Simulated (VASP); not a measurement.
# Al (P6_3/mmc) in VASP: settings compared, part 2 of 2

VASP 6.6.1. Earlier steps stand in the parts before.

### Step 4. Single point, PBE

This run uses another cell than the first one, of 16.63 Å³/atom, 1.284 times its volume.

Contents of INCAR:

```
SYSTEM = Al
PREC = Accurate
ENCUT = 520
EDIFF = 1E-6
ISMEAR = -1
SIGMA = 0.05
LREAL = .FALSE.
LASPH = .TRUE.
NELM = 60
ALGO = Normal
ISIF = 2
LWAVE = .FALSE.
LCHARG = .FALSE.
GGA = PE
NBANDS = 10
```

Contents of KPOINTS:

```
regular mesh
0
G
  11 11 6
  0 0 0
```

Contents of POSCAR:

```
Al
1.0
    2.8537372280      0.0000000000      0.0000000000
   -1.4268686140      2.4714089352      0.0000000000
    0.0000000000      0.0000000000      4.7170995457
Al
2
Direct
    0.3333333333      0.6666666667      0.2500000000
    0.6666666667      0.3333333333      0.7500000000
```

On the command line:

```sh
$ cat potpaw_PBE.64/Al/POTCAR > POTCAR
$ mpirun -np 1 vasp_std > vasp.out
```

Run time: 13 s. Hardware: 1 thread of Intel Xeon Platinum 8375C at 2.90GHz (Ice Lake), shared host; peak memory 0.15 GiB.

It converged, with:

```yaml
Free_energy: -7.4546 eV
Pressure: 0.0 GPa
Band_gap_on_the_k_mesh: zero (band 3 reaches 11.85 eV, above the bottom of band 4 at 4.88 eV)
```

Levels at points of the mesh, in eV from the Fermi level:
```tsv
k point	band 1	band 2	band 3	band 4	band 5	band 6
(0.00, 0.00, 0.00)	-11.09	-4.63	-4.53	10.69	10.69	11.08
(0.00, 0.00, 0.50)	-9.43	-9.43	3.20	3.20	11.91	11.91
```

### Step 5. Relaxation of cell and atoms, PBEsol, target pressure 20 GPa, at which the enthalpy is minimised

This run uses another cell than the first one, of 16.67 Å³/atom, 1.287 times its volume.

Contents of INCAR:

```
PREC = Accurate
ENCUT = 600
EDIFF = 1E-6
ISMEAR = -1
SIGMA = 0.05
LREAL = False
LASPH = True
NELM = 100
ALGO = Normal
ISIF = 3
LWAVE = False
LCHARG = False
GGA = PS
IBRION = 2
NSW = 60
EDIFFG = -0.01
PSTRESS = 200.0
```

Contents of KPOINTS:

```
Automatic mesh
0
Gamma
  11 11 6
```

Contents of POSCAR:

```
Al
1.0
    2.8124553515      0.0000000000      0.0000000000
   -1.4062276757      2.4356577814      0.0000000000
    0.0000000000      0.0000000000      4.8668500000
Al
2
Direct
    0.3333333333      0.6666666667      0.2500000000
    0.6666666667      0.3333333333      0.7500000000
```

On the command line:

```sh
$ cat potpaw_PBE.64/Al/POTCAR > POTCAR
$ mpirun -np 1 vasp_std > vasp.out
```

It took 80 s on 1 thread of Intel Xeon Platinum 8375C at 2.90GHz (Ice Lake), shared host; peak memory 0.16 GiB.

Results (log left out):

```yaml
Free_energy: -7.8676 eV
Relaxed_volume: 13.74 Å³/atom
Relaxed_cell: a = 2.681 Å, b = 2.681 Å, c = 4.414 Å, α = 90.00°, β = 90.00°, γ = 120.00°
Space_group_after_relaxing_to_0.05_Å: P6_3/mmc (No. 194)
Energy_change_on_relaxing_the_enthalpy_is_what_falls: +127.9 meV/atom
Ionic_steps: 11
Pressure_after_relaxing: 20.0 GPa
Band_gap_on_the_k_mesh: zero (band 3 reaches 14.28 eV, above the bottom of band 4 at 6.73 eV)
```

The path:
```csv
step,energy change (eV),largest force (eV/Å),pressure (GPa),volume (Å³)
1,0.0000,0.0000,-1.28,33.34
2,1.0462,0.0000,50.07,23.75
3,0.2653,0.0000,19.89,27.56
4,0.2787,0.0000,20.50,27.45
5,0.2659,0.0000,20.52,27.41
6,0.2662,0.0000,20.51,27.40
7,0.2686,0.0000,20.48,27.39
8,0.2669,0.0000,20.50,27.40
9,0.2667,0.0000,20.50,27.40
10,0.2461,0.0000,19.56,27.56
11,0.2558,0.0000,20.01,27.48
```

Final structure:
```
Al
1.0
     2.68138    0.00000    0.00000
    -1.34069    2.32215    0.00000
     0.00000    0.00000    4.41402
Al
2
Direct
  0.33333 0.66667 0.25000
  0.66667 0.33333 0.75000
```

Levels at points of the mesh, in eV from the Fermi level:
```
           k point  band 1  band 2  band 3  band 4  band 5  band 6  band 7
(0.00, 0.00, 0.00)  -12.50   -5.44   -4.79   12.07   12.07   12.24   12.90
(0.00, 0.00, 0.50)  -10.61  -10.61    3.61    3.61   12.97   12.97   12.97
```

Caveat: the cell is relaxed towards a set pressure, so the enthalpy falls and the energy may rise; the volume moved by over 15 % at a fixed basis, so the end points are rough; the PAW data sets were made with another functional, which shifts forces and pressure a little.

### Step 6. Relaxation of cell and atoms, PBE

This run uses another cell than the first one, of 16.67 Å³/atom, 1.287 times its volume.

Contents of INCAR:

```
SYSTEM = Al
  PREC = Accurate
  ENCUT = 600
  EDIFF = 1E-7
  ISMEAR = -1
  SIGMA = 0.05
  LREAL = .FALSE.
  LASPH = .TRUE.
  NELM = 60
  ALGO = Normal
  ISIF = 3
  LWAVE = .FALSE.
  LCHARG = .FALSE.
  GGA = PE
  IBRION = 2
  NSW = 60
  EDIFFG = -0.01
```

Contents of KPOINTS:

```
regular mesh
0
G
  11 11 6
  0 0 0
```

POSCAR is that of step 5.

Potentials or basis: VASP PAW PBE potentials, release 64 (Al).

On the command line:

```sh
$ cat potpaw_PBE.64/Al/POTCAR > POTCAR
$ mpirun -np 1 vasp_std > vasp.out
```

It took 71 s on 1 thread of Intel Xeon Platinum 8375C at 2.90GHz (Ice Lake), shared host; peak memory 0.15 GiB.

It converged, with:

| Quantity | Value |
| --- | --- |
| Free energy | -7.4547 eV |
| Relaxed volume | 16.63 Å³/atom |
| Relaxed cell | a = 2.854 Å, b = 2.854 Å, c = 4.715 Å, α = 90.00°, β = 90.00°, γ = 120.00° |
| Space group after relaxing (to 0.05 Å) | P6_3/mmc (No. 194) |
| Energy gained by relaxing | 9.4 meV/atom |
| Ionic steps | 8 |
| Pressure after relaxing | 0.0 GPa |
| Band gap on the k mesh | zero (band 3 reaches 11.85 eV, above the bottom of band 4 at 4.88 eV) |

The path:
| step | energy change (eV) | largest force (eV/Å) | pressure (GPa) | volume (Å³) |
| --- | --- | --- | --- | --- |
| 1 | 0.0000 | 0.0000 | 0.13 | 33.34 |
| 2 | -0.0122 | 0.0000 | -0.25 | 33.40 |
| 3 | -0.0029 | 0.0000 | -0.29 | 33.51 |
| 4 | -0.0182 | 0.0000 | -0.43 | 33.46 |
| 5 | -0.0186 | 0.0000 | -0.43 | 33.45 |
| 6 | -0.0186 | 0.0000 | -0.43 | 33.44 |
| 7 | -0.0188 | 0.0000 | 0.15 | 33.19 |
| 8 | -0.0189 | 0.0000 | 0.00 | 33.26 |

Final structure:
```xyz
2
Lattice="2.8539 0.0000 0.0000 -1.4269 2.4715 0.0000 0.0000 0.0000 4.7151" Properties=species:S:1:pos:R:3 pbc="T T T"
Al    0.0000    1.6477    1.1788
Al    1.4269    0.8238    3.5363
```

Levels at points of the mesh, in eV from the Fermi level:
| k point | band 1 | band 2 | band 3 | band 4 | band 5 | band 6 | band 7 |
| --- | --- | --- | --- | --- | --- | --- | --- |
| (0.00, 0.00, 0.00) | -11.09 | -4.63 | -4.52 | 10.69 | 10.69 | 11.08 | 11.08 |
| (0.00, 0.00, 0.50) | -9.43 | -9.43 | 3.21 | 3.21 | 11.91 | 11.91 | 11.91 |

### Step 7. Summary

| task | level | cell | cutoff (eV) | gap on the mesh (eV) | pressure (GPa) |
| --- | --- | --- | --- | --- | --- |
| single point | PBEsol | a = 2.634, b = 2.634, c = 4.312 Å, angles 90.0, 90.0, 120.0°, 2 atoms | 520 | none | 30.2 |
| single point | PBEsol | a = 2.681, b = 2.681, c = 4.412 Å, angles 90.0, 90.0, 120.0°, 2 atoms | 520 | none | 20.1 |
| single point | PBE | a = 2.854, b = 2.854, c = 4.717 Å, angles 90.0, 90.0, 120.0°, 2 atoms | 520 | none | 0.0 |
| relaxation of cell and atoms | PBEsol | relaxed to 20 GPa from a = 2.812, b = 2.812, c = 4.867 Å, angles 90.0, 90.0, 120.0°, 2 atoms | 600 | none | 20.0 |
| relaxation of cell and atoms | PBE | relaxed from a = 2.812, b = 2.812, c = 4.867 Å, angles 90.0, 90.0, 120.0°, 2 atoms | 600 | none | 0.0 |

Alike in all rows: potentials or basis VASP PAW PBE potentials, release 64 (Al); no spin polarisation; k mesh 11 × 11 × 6; smearing fermi-dirac 0.05 eV.

Caveats: the PAW data sets were made with another functional, which shifts forces and pressure a little (some runs); the cell is relaxed towards a set pressure, so the enthalpy falls and the energy may rise (some runs); the volume moved by over 15 % at a fixed basis, so the end points are rough (some runs).

Absolute energies hang on the potentials; compare differences alone.
